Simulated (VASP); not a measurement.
Here is a VASP 6.6.1 calculation.

The input POSCAR:

```
HfO2
1.0
    5.0317317812      0.0000000000      0.0000000000
    0.0000000000      5.0317317812      0.0000000000
    0.0000000000      0.0000000000      3.1511678295
Hf O
2 4
Direct
    0.0000000000      0.0000000000      0.0000000000
    0.5000000000      0.5000000000      0.5000000000
    0.1946585284      0.8053414716      0.5000000000
    0.3053414716      0.3053414716      0.0000000000
    0.6946585284      0.6946585284      0.0000000000
    0.8053414716      0.1946585284      0.5000000000
```

File INCAR.step1:

```
PREC = Accurate
ENCUT = 520
ISMEAR = 0
SIGMA = 0.02
LREAL = False
LASPH = True
NELM = 100
NBANDS = 31
GGA = PE
ALGO = Normal
EDIFF = 1E-4
LWAVE = True
LCHARG = False
```

The input INCAR.step2:

```
PREC = Accurate
ENCUT = 520
EDIFF = 1E-6
ISMEAR = 0
SIGMA = 0.02
LREAL = False
LASPH = True
NELM = 100
ALGO = Normal
ISIF = 2
LWAVE = False
LCHARG = True
METAGGA = R2SCAN
LMIXTAU = True
LELF = True
LVHAR = True
NBANDS = 31
ISTART = 1
```

Contents of KPOINTS:

```
Automatic mesh
0
Gamma
  6 6 8
```

Potentials or basis: VASP PAW PBE potentials, release 64 (Hf_pv, O).

Run with:

```bash
$ cat potpaw_PBE.64/Hf_pv/POTCAR potpaw_PBE.64/O/POTCAR > POTCAR
$ cp INCAR.step1 INCAR
$ mpirun -np 1 vasp_std > vasp.out
$ cp INCAR.step2 INCAR
$ mpirun -np 1 vasp_std > vasp.out
```

Problem. Estimate the largest force.

Solution. 0.093 eV/Å.

Problem. What does it give for the pressure?

Solution. -11.9 GPa.

Problem. Predict the band gap on the k mesh.

Solution. 4.24 eV.

Forces in eV/Å, atoms in the order of the input:
```
Hf   0.000  0.000  0.000
Hf   0.000  0.000  0.000
O   -0.066  0.066  0.000
O    0.066  0.066  0.000
O   -0.066 -0.066  0.000
O    0.066 -0.066  0.000
```

Caveat: the cell differs from its parent crystal (biaxial strain in the a-b plane: +4.0 %, then relaxed in part); the cell stands under tension; the PAW data sets were made with another functional, which shifts forces and pressure a little; spin-orbit coupling is left out, which moves the levels of the heavy elements. A k mesh can miss the band edges.
